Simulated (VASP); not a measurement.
BiTe:

```
Bi Te
1.0
     2.43875    1.40801    3.33926
    -2.43875    1.40801    3.33926
     0.00000   -2.81603    3.33926
Bi Te
1 1
Direct
  0.50000 0.50000 0.50000
  0.00000 0.00000 0.00000
```

Base run:

| Item | Value |
| --- | --- |
| Program | VASP 6.6.1 |
| Functional | r2SCAN |
| Potentials or basis | VASP PAW PBE potentials, release 64 (Bi_d, Te) |
| Cutoff | 520 eV |
| k mesh | 7 × 7 × 7 |
| Occupations | fermi-dirac, width 0.05 eV |
| Spin | no spin polarisation |

Its results: pressure -1.6 GPa.

Question: The run is repeated on the same cell with these changes: functional from r2SCAN to LDA; potentials or basis from VASP PAW PBE potentials, release 64 (Bi_d, Te) to VASP PAW LDA potentials, release 64 (Bi_d, Te). What comes out?

Answer: Pressure -4.2 GPa.

Caveats: the PAW data sets were made with another functional, which shifts forces and pressure a little (some runs).
